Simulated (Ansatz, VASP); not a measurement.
**SnSe2 in VASP and in Ansatz**

```
Se Sn
1.0
     3.80185    0.00000    0.00000
    -1.90093    3.29250    0.00000
     0.00000    0.00000   30.16000
Se Sn
2 1
Direct
  0.33333 0.66667 0.23220
  0.66667 0.33333 0.33743
  0.00000 0.00000 0.28481
```

Alike in both runs: functional PBEsol; k mesh 12 × 12 × 1; occupations gaussian, width 0.03 eV; no spin polarisation.

Ansatz relaxed the structure, and its values are those at the end. VASP's run is a single point on that final structure, the one shown.

```csv
,VASP,Ansatz
version,VASP 6.6.1,Ansatz 0.2.0
potentials or method,"VASP PAW PBE potentials, release 64 (Se, Sn_d), cutoff 400 eV","scalar-relativistic, plane waves, PAW"
valence electrons in the cell,26,46
```

VASP gave:

- gap on the k mesh at the Fermi level (eV): 0.75
- least direct gap on the mesh (eV): 1.10
- rms of the force components (eV/Å): 0.011

Question: Estimate Ansatz's values.

Answer: gap on the k mesh at the Fermi level (eV): 0.75; least direct gap on the mesh (eV): 1.10; rms of the force components (eV/Å): 0.000.

VASP's potentials were made for PBE, not for PBEsol, and Ansatz warns of the same on its side. VASP's potentials hold 26 valence electrons a cell and Ansatz's 46, so a difference there can come from the potentials and not from the codes. Ansatz's warnings: slab cell height set, structure snapped to symmetry.
